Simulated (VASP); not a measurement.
Input of a VASP 6.6.1 run:

File POSCAR:

```
MoSe
1.0
    3.5002295900      0.0000000000      0.0000000000
    0.0000000000      3.5002295900      0.0000000000
    0.0000000000      0.0000000000      3.5002295900
Mo Se
1 1
Direct
    0.0000000000      0.0000000000      0.0000000000
    0.5000000000      0.5000000000      0.5000000000
```

The input INCAR.step1:

```
SYSTEM = MoSe
PREC = Accurate ; ENCUT = 520
EDIFF = 1E-5 ; ISMEAR = 1
SIGMA = 0.05 ; LREAL = .FALSE.
LASPH = .TRUE. ; NELM = 80
ALGO = Normal ; ISIF = 2
LWAVE = .TRUE. ; LCHARG = .FALSE.
GGA = PE ; NBANDS = 17
```

The input INCAR.step2:

```
SYSTEM = MoSe
PREC = Accurate ; ENCUT = 520
EDIFF = 1E-6 ; ISMEAR = 1
SIGMA = 0.05 ; LREAL = .FALSE.
LASPH = .TRUE. ; NELM = 80
ALGO = Normal ; ISIF = 2
LWAVE = .FALSE. ; LCHARG = .FALSE.
GGA = PE ; LHFCALC = .TRUE.
HFSCREEN = 0.2079 ; PRECFOCK = Normal
ISTART = 1 ; NBANDS = 17
```

The input KPOINTS:

```
Automatic mesh
0
G
  4 4 4
  0 0 0
```

Potentials or basis: VASP PAW PBE potentials, release 64 (Mo_sv, Se).

Run with:

```console
$ cat potpaw_PBE.64/Mo_sv/POTCAR potpaw_PBE.64/Se/POTCAR > POTCAR
$ cp INCAR.step1 INCAR
$ mpirun -np 1 vasp_std > vasp.out
$ cp INCAR.step2 INCAR
$ mpirun -np 1 vasp_std > vasp.out
```

**Question.** What does it give for the band gap on the k mesh?

**Answer.** Zero (bands 10 and 11 overlap by 2.00 eV).

**Question.** What does it give for the pressure?

**Answer.** -31.9 GPa.

Caveat: the k points lie up to 0.45 Å⁻¹ apart, too coarse for converged energies and pressures of a metal; the PAW data sets were made with another functional, which shifts forces and pressure a little.
